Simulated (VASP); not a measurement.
# MgO2 (R-3m) in VASP: further runs

Runs on MgO2. Level: PBEsol. Tasks: single point.

Program: VASP 6.6.1. These are calculated values, not measurements. Logs are shortened: lines on timing, memory, paths and dates and some standing lists are left out, and cuts for length are marked.

### Step 1. The cell of the first run

It takes space group R-3m (No. 166, trigonal). Conventional cell: a = 3.113 Å, b = 3.113 Å, c = 10.639 Å, α = 90.00°, β = 90.00°, γ = 120.00°. Within 2.7 Å of Mg (site symmetry -3m) lie 6 O at 2.06 Å. O (site symmetry 3m) has 1 O at 1.52 Å and 3 Mg at 2.06 Å within 2.1 Å.

### Step 2. Single point, PBEsol (strain -0.030 along x and y, +0.015 along z)

INCAR reads:

```
SYSTEM = MgO2
ALGO     = Normal         ! electronic algorithm
EDIFF    = 1E-6           ! SCF threshold, eV
ENCUT    = 840            ! plane-wave cutoff, eV
GGA      = PS             ! functional
GGA_COMPAT= .False.      
ISIF     = 2              ! what is computed and relaxed
ISMEAR   = 0              ! smearing method
LASPH    = .True.         ! aspherical terms in the spheres
LCHARG   = .True.         ! write CHGCAR
LELF     = .True.         ! ELF
LREAL    = .False.        ! projectors in reciprocal space
LVHAR    = .True.       
LWAVE    = .False.        ! write WAVECAR
NBANDS   = 18             ! bands
NELM     = 120            ! most SCF steps
PREC     = Accurate       ! precision mode
SIGMA    = 0.05           ! smearing width, eV
```

KPOINTS reads:

```
k-points
0
Gamma
  12 12 12
  0 0 0
```

POSCAR reads:

```
MgO2
1.0
    1.5566181855      0.8987139284      3.5463885580
   -1.5566181855      0.8987139284      3.5463885580
    0.0000000000     -1.7974278569      3.5463885580
Mg O
1 2
Direct
    0.0000000000      0.0000000000      0.0000000000
    0.4287860000      0.4287860000      0.4287860000
    0.5712140000      0.5712140000      0.5712140000
```

Potentials or basis: VASP PAW PBE potentials, release 64 (Mg_sv, O).

Launch:

```bash
$ cat potpaw_PBE.64/Mg_sv/POTCAR potpaw_PBE.64/O/POTCAR > POTCAR
$ mpirun -np 1 vasp_std > vasp.out
```

OUTCAR:

```text
SYSTEM = MgO2
   EDIFF = 1E-6
   ENCUT = 840
   GGA = PS
   ISIF = 2
   ISMEAR = 0
   LASPH = .True.
   LREAL = .False.
   NELM = 120
   PREC = Accurate

 ion  position               nearest neighbor table
   1  0.000  0.000  0.000-   3 2.06   2 2.06   3 2.06   3 2.06   2 2.06   2 2.06
   2  0.429  0.429  0.429-   3 1.52   1 2.06   1 2.06   1 2.06
   3  0.571  0.571  0.571-   2 1.52   1 2.06   1 2.06   1 2.06

  LATTYP: Found a trigonal (rhomboedric) cell.
 ALAT       =     3.9758796140
 COS(alpha) =     0.6934313484

  Lattice vectors:

 A1 = (   1.5566181855,   0.8987139284,   3.5463885580)
 A2 = (  -1.5566181855,   0.8987139284,   3.5463885580)
 A3 = (   0.0000000000,  -1.7974278569,   3.5463885580)

Analysis of symmetry for initial positions (statically):
=====================================================================
 Subroutine PRICEL returns:
 Original cell was already a primitive cell.

 Routine SETGRP: Setting up the symmetry group for a
 trigonal (rhombohedral) supercell.

 Subroutine GETGRP returns: Found 12 space group operations
 (whereof 12 operations were pure point group operations)
 out of a pool of 12 trial point group operations.

The static configuration has the point symmetry D_3d.

Analysis of symmetry for dynamics (positions and initial velocities):
=====================================================================
 Subroutine PRICEL returns:
 Original cell was already a primitive cell.

 Routine SETGRP: Setting up the symmetry group for a
 trigonal (rhombohedral) supercell.

 Subroutine GETGRP returns: Found 12 space group operations
 (whereof 12 operations were pure point group operations)
 out of a pool of 12 trial point group operations.

The dynamic configuration has the point symmetry D_3d.

 Subroutine INISYM returns: Found 12 space group operations
 (whereof 12 operations are pure point group operations),
 and found     1 'primitive' translations

----------------------------------------------------------------------------------------

                                     Primitive cell

  volume of cell :      29.7674

  direct lattice vectors                    reciprocal lattice vectors
     1.556618186  0.898713928  3.546388558     0.321209147  0.185450188  0.093992333
    -1.556618186  0.898713928  3.546388558    -0.321209147  0.185450188  0.093992333
     0.000000000 -1.797427857  3.546388558     0.000000000 -0.370900375  0.093992333

  length of vectors
     3.975879614  3.975879614  3.975879614     0.382624682  0.382624682  0.382624682

  position of ions in fractional coordinates (direct lattice)
     0.000000000  0.000000000  0.000000000
     0.428786000  0.428786000  0.428786000
     0.571214000  0.571214000  0.571214000

  ion indices of the primitive-cell ions
   primitive index   ion index
                 1           1
                 2           2
                 3           3

----------------------------------------------------------------------------------------

 KPOINTS: k-points

Automatic generation of k-mesh.
 Grid dimensions read from file:
 generate k-points for:   12   12   12

 Generating k-lattice:

  Cartesian coordinates                     Fractional coordinates (reciprocal lattice)
     0.026767429  0.015454182  0.007832694     0.083333333  0.000000000  0.000000000
    -0.026767429  0.015454182  0.007832694     0.000000000  0.083333333  0.000000000
     0.000000000 -0.030908365  0.007832694     0.000000000  0.000000000  0.083333333

  Length of vectors
     0.031885390  0.031885390  0.031885390

  Shift w.r.t. Gamma in fractional coordinates (k-lattice)
     0.000000000  0.000000000  0.000000000

 Subroutine IBZKPT returns following result:
 ===========================================

 Found    189 irreducible k-points:

 Following reciprocal coordinates:
            Coordinates               Weight
  0.000000  0.000000  0.000000      1.000000
  0.083333 -0.000000 -0.000000      6.000000
  0.166667 -0.000000 -0.000000      6.000000
  0.250000 -0.000000 -0.000000      6.000000
  0.333333 -0.000000 -0.000000      6.000000
  0.416667 -0.000000 -0.000000      6.000000
[... 16 lines left out ...]
  0.500000  0.166667 -0.000000     12.000000
 -0.416667  0.166667  0.000000     12.000000
 [... further k-points ...]
   k-points           NKPTS =    189   k-points in BZ     NKDIM =    189   number of bands    NBANDS=     18
   number of dos      NEDOS =    301   number of ions     NIONS =      3
   total plane-waves  NPLWV =  64000
   dimension x,y,z NGX =    40 NGY =   40 NGZ =   40
   dimension x,y,z NGXF=    80 NGYF=   80 NGZF=   80
   ions per type =               1   2
   NGX,Y,Z   is equivalent  to a cutoff of  16.73, 16.73, 16.73 a.u.
   NGXF,Y,Z  is equivalent  to a cutoff of  33.45, 33.45, 33.45 a.u.
 SYSTEM =  MgO2
   PREC   = accura    normal or accurate (medium, high low for compatibility)
   ISTART =      0    job   : 0-new  1-cont  2-samecut
   ICHARG =      2    charge: 1-file 2-atom 10-const
   ISPIN  =      1    spin polarized calculation?
   LNONCOLLINEAR =      F non collinear calculations
   LSORBIT =      F    spin-orbit coupling
   LASPH  =      T    aspherical Exc in radial PAW
   ENCUT  =  840.0 eV  61.74 Ry    7.86 a.u.   9.40  9.40  9.40*2*pi/ulx,y,z
   NELM   =    120;   NELMIN=  2; NELMDL= -5     # of ELM steps
   EDIFF  = 0.1E-05   stopping-criterion for ELM
   LREAL  =      F    real-space projection
   EDIFFG = 0.1E-04   stopping-criterion for IOM
   NSW    =      0    number of steps for IOM
   IBRION =     -1    ionic relax: 0-MD 1-quasi-New 2-CG
   NFREE  =      0    steps in history (QN), initial steepest desc. (CG)
   ISIF   =      2    stress and relaxation
   ISYM   =      2    0-nonsym 1-usesym 2-fastsym
   POTIM  = 0.5000    time-step for ionic-motion
   TEBEG  =    0.0;   TEEND  =   0.0 temperature during run
   PSTRESS=    0.0 pullay stress
   NELECT =      22.0000    total number of electrons
   NUPDOWN=      -1.0000    fix difference up-down
   EMIN   =  10.00;   EMAX   =-10.00  energy-range for DOS
   EFERMI =   0.00;   METHOD = LEGACY
   ISMEAR =     0;   SIGMA  =   0.05  broadening in eV -4-tet -1-fermi 0-gaus
   EFERMI_NEDOS =   21; number of points for ismear=-14 and -15
   IALGO  =     38    algorithm
   IMIX   =      4    mixing-type and parameters
     AMIX     =   0.40;   BMIX     =  1.00
     AMIX_MAG =   1.60;   BMIX_MAG =  1.00
  volume/ion in A,a.u.               =       9.92        66.96
  Fermi-wavevector in a.u.,A,eV,Ry     =   1.480137  2.797054 29.807732  2.190807
  Thomas-Fermi vector in A             =   2.594209
   LORBIT       =      0    0 simple, 1 ext, 2 COOP (PROOUT), +10 PAW based schemes
   GGA     = PS    functional components
   LHFCALC =     F    Hartree Fock is set to
   AEXX    =    0.0000 exact exchange contribution
   IVDW    =     0    specifies the selected vdW correction
   LEPSILON=     F    determine dielectric tensor
   LRPA    =     F    only Hartree local field effects (RPA)
 non-spin polarized calculation
 Gauss-broadening in eV      SIGMA  =   0.05
  energy-cutoff  :      840.00
  volume of cell :       29.77
 maximum number of plane-waves:      1667
 NGX is ok and might be reduce to    40
   NGX = 19   NGY = 19   NGZ = 19

 number of electron      22.0000003 magnetization

 Free energy of the ion-electron system (eV)
  ---------------------------------------------------
  ext. energy  EPLUGINS =         0.00000000
  ---------------------------------------------------
  free energy    TOTEN  =       -17.14967300 eV

  energy without entropy =      -17.14967300  energy(sigma->0) =      -17.14967300

 E-fermi :   3.0338     XC(G=0): -10.8771

 val. band max:        2.6071243340   @ k =   0.5000   0.5000   0.5000
 cond. band min:       4.4128585588   @ k =   0.5000   0.5000   0.5000
 fundamental gap:      1.8057342247
 Fermi energy:         3.0338071805

 k-point     1 :       0.0000    0.0000    0.0000
  band No.  band energies     occupation
      1     -70.1859      2.00000
      2     -37.1397      2.00000
      3     -37.1320      2.00000
      4     -37.1320      2.00000
      5     -18.5158      2.00000
      6     -12.0737      2.00000
[... 10 lines left out ...]
     17      18.0370      0.00000
     18      20.0031      0.00000

 k-point     2 :       0.0833   -0.0000   -0.0000
  band No.  band energies     occupation
      1     -70.1856      2.00000
      2     -37.1392      2.00000
      3     -37.1353      2.00000
      4     -37.1327      2.00000
      5     -18.4764      2.00000
      6     -12.0912      2.00000
[... 10 lines left out ...]
     17      18.2463      0.00000
     18      19.6320      0.00000

 k-point     3 :       0.1667   -0.0000   -0.0000
  band No.  band energies     occupation
      1     -70.1850      2.00000
      2     -37.1445      2.00000
      3     -37.1378      2.00000
      4     -37.1346      2.00000
      5     -18.3668      2.00000
      6     -12.1393      2.00000
[... 10 lines left out ...]
     17      18.8185      0.00000
     18      18.8489      0.00000

 k-point     4 :       0.2500   -0.0000   -0.0000
  band No.  band energies     occupation
      1     -70.1841      2.00000
      2     -37.1568      2.00000
      3     -37.1372      2.00000
      4     -37.1359      2.00000
      5     -18.2119      2.00000
      6     -12.2057      2.00000
[... 375 lines left out ...]
      4     -37.1337      2.00000
      5     -17.9480      2.00000
      6     -12.4596      2.00000
[... 10 lines left out ...]
     17      18.1265      0.00000
     18      20.3957      0.00000

 k-point    23 :       0.5000    0.1667   -0.0000
  band No.  band energies     occupation
      1     -70.1823      2.00000
      2     -37.1747      2.00000
      3     -37.1488      2.00000
      4     -37.1324      2.00000
      5     -17.8587      2.00000
      6     -12.4421      2.00000
[... 10 lines left out ...]
     17      17.5580      0.00000
     18      20.6894      0.00000

 k-point    24 :      -0.4167    0.1667    0.0000
  band No.  band energies     occupation
      1     -70.1820      2.00000
      2     -37.1769      2.00000
      3     -37.1501      2.00000
      4     -37.1319      2.00000
      5     -17.8414      2.00000
      6     -12.3823      2.00000
[... 10 lines left out ...]
     17      17.2669      0.00000
     18      20.6099      0.00000

 [... further k-points ...]
[... 5 lines left out ...]
  --------------------------------------------------------------------------------------
  -------------------------------------------------------------------------------------
  Total        0.9448386      0.9448386     -2.3041601      0.0000000      0.0000000      0.0000000
  in kB       50.8542293     50.8542293   -124.0172495      0.0000000      0.0000000      0.0000000
  external PRESSURE =      -7.4362636 kB  Pullay stress =       0.0000000 kB

 VOLUME and BASIS-vectors are now :
 -----------------------------------------------------------------------------
  energy-cutoff  :      840.00
  volume of cell :       29.77
      direct lattice vectors                 reciprocal lattice vectors
     1.556618186  0.898713928  3.546388558     0.321209147  0.185450188  0.093992333
    -1.556618186  0.898713928  3.546388558    -0.321209147  0.185450188  0.093992333
     0.000000000 -1.797427857  3.546388558     0.000000000 -0.370900375  0.093992333

 POSITION                                       TOTAL-FORCE (eV/Angst)
 -----------------------------------------------------------------------------------
      0.00000      0.00000      0.00000         0.000000      0.000000      0.000000
      0.00000     -0.00000      4.56193         0.000000     -0.000000      0.934649
      0.00000     -0.00000      6.07724         0.000000      0.000000     -0.934649
 -----------------------------------------------------------------------------------
    total drift:                                0.000000     -0.000000      0.000000

  FREE ENERGIE OF THE ION-ELECTRON SYSTEM (eV)
  ---------------------------------------------------
  free  energy   TOTEN  =       -17.1496730016 eV

  energy  without entropy=      -17.1496730016  energy(sigma->0) =      -17.14967300
```

Run time: 4.1 min. Hardware: 1 thread of Intel Xeon Platinum 8488C (Sapphire Rapids), shared host; peak memory 0.36 GiB.

Results:

- Free energy: -17.1497 eV
- Pressure: -0.7 GPa
- Largest force: 0.935 eV/Å
- Band gap on the k mesh: 1.81 eV

Forces on the atoms (eV/Å):
```
Mg   0.000  0.000  0.000
O    0.000  0.000  0.935
O    0.000  0.000 -0.935
```

Stress tensor (GPa, compression positive):
```
  5.09   0.00   0.00
  0.00   5.09   0.00
  0.00   0.00 -12.40
```

Levels at points of the mesh, in eV from the valence-band top:
```csv
k point,band 7,band 8,band 9,band 10,band 11,band 12,band 13,band 14,band 15,band 16
"(0.00, 0.00, 0.00)",-7.80,-3.08,-3.08,-0.81,-0.81,4.49,5.10,12.09,13.81,15.43
"(0.50, 0.00, 0.00)",-6.71,-6.09,-3.49,-1.36,-1.26,3.75,9.05,11.09,12.90,14.31
"(0.50, 0.50, 0.00)",-6.07,-5.42,-4.12,-2.34,-0.22,3.07,8.32,11.72,12.70,12.92
"(0.50, 0.50, 0.50)",-4.94,-3.61,-3.61,0.00,0.00,1.81,5.45,9.66,15.08,15.08
```

Caveat: the cell differs from its parent crystal (strain -0.030 along x and y, +0.015 along z); the stress differs along the axes, from -12 to 5 GPa; the PAW data sets were made with another functional, which shifts forces and pressure a little.

(Part 1 of 2 ends here.)
